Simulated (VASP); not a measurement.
Here is a VASP 6.6.1 calculation.

INCAR

```
ALGO = Normal
EDIFF = 1E-8
ENCUT = 520
GGA = CA
IBRION = 8
ISIF = 2
ISMEAR = 0
LASPH = True
LCHARG = True
LEPSILON = True
LREAL = False
LWAVE = False
NELM = 60
NSW = 1
PREC = Accurate
SIGMA = 0.01
```

KPOINTS

```
k-points
0
Gamma
  12 12 12
```

Contents of POSCAR:

```
CaO
1.0
    0.0000000000      2.3537262159      2.3537262159
    2.3537262159      0.0000000000      2.3537262159
    2.3537262159      2.3537262159      0.0000000000
Ca O
1 1
Direct
    0.0000000000      0.0000000000      0.0000000000
    0.5000000000      0.5000000000      0.5000000000
```

Potentials or basis: VASP PAW LDA potentials, release 64 (Ca_sv, O).

Command:

```bash
$ cat potpaw_LDA.64/Ca_sv/POTCAR potpaw_LDA.64/O/POTCAR > POTCAR
$ mpirun -np 1 vasp_std > vasp.out
```

Question: Predict the electronic dielectric tensor (diagonal).

Answer: 3.88.

Question: Predict the Born charges (mean of the diagonal).

Answer: Ca +2.38; O -2.38 e.

Question: What does it give for the highest phonon frequency at Γ, LO-TO splitting left out?

Answer: 299 cm⁻¹.

Phonon frequencies in cm⁻¹ (negative: imaginary):
```csv
q point,frequencies
"(0.000, 0.000, 0.000)",-1 -1 -1 299 299 299
```

Caveat: the cell stands under pressure or tension, which shifts response properties.
